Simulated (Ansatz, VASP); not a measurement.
## Two plane-wave programs on Mo

```xyz
1
Lattice="-1.5710 1.5710 1.5710 1.5710 -1.5710 1.5710 1.5710 1.5710 -1.5710" Properties=species:S:1:pos:R:3 pbc="T T T"
Mo    0.0000    0.0000    0.0000
```

Alike in both runs: task single point; functional PBEsol; k mesh 24 × 24 × 24; occupations gaussian, width 0.15 eV; no spin polarisation.

```csv
,VASP,Ansatz
version,VASP 6.6.1,Ansatz 0.2.0
potentials or method,"VASP PAW PBE potentials, release 64 (Mo_sv), cutoff 520 eV","scalar-relativistic, plane waves, PAW"
valence electrons in the cell,14,14
```

|  | VASP | Ansatz | Ansatz less VASP |
| --- | --- | --- | --- |
| gap on the k mesh at the Fermi level (eV) | none | none | - |
| pressure (GPa) | -2.7 | -3.2 | -0.52 |

VASP's potentials were made for PBE, not for PBEsol. A gap of «none» marks a metal or a gap that the smearing closes.
